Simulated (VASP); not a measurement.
Here is a VASP 6.6.1 calculation.

POSCAR

```
Fe
1.0
   -1.3843273156      1.3843273156      1.3843273156
    1.3843273156     -1.3843273156      1.3843273156
    1.3843273156      1.3843273156     -1.3843273156
Fe
1
Direct
    0.0000000000      0.0000000000      0.0000000000
```

Contents of INCAR.step1:

```
SYSTEM = Fe
PREC = Accurate
ENCUT = 520
ISMEAR = -1
SIGMA = 0.1
LREAL = .False.
LASPH = .True.
NELM = 80
NBANDS = 10
GGA = PE
ALGO = Normal
EDIFF = 1E-4
LWAVE = .True.
LCHARG = .False.
```

Contents of INCAR.step2:

```
SYSTEM = Fe
PREC = Accurate
ENCUT = 520
EDIFF = 1E-6
ISMEAR = -1
SIGMA = 0.1
LREAL = .False.
LASPH = .True.
NELM = 80
ALGO = Normal
ISIF = 2
LWAVE = .False.
LCHARG = .False.
METAGGA = R2SCAN
LMIXTAU = .True.
NBANDS = 10
ISTART = 1
```

File KPOINTS:

```
Automatic mesh
0
Gamma
  17 17 17
  0 0 0
```

Potentials or basis: VASP PAW PBE potentials, release 64 (Fe).

Run with:

```bash
$ cat potpaw_PBE.64/Fe/POTCAR > POTCAR
$ cp INCAR.step1 INCAR
$ mpirun -np 1 vasp_std > vasp.out
$ cp INCAR.step2 INCAR
$ mpirun -np 1 vasp_std > vasp.out
```

(1) Estimate the band gap on the k mesh.

(2) Predict the pressure.

Results:

(1) zero (band 4 reaches 7.37 eV, above the bottom of band 5 at 5.35 eV).

(2) -10.6 GPa.

Caveat: the PAW data sets were made with another functional, which shifts forces and pressure a little; the run has no spin polarisation, though such a crystal can be magnetic.
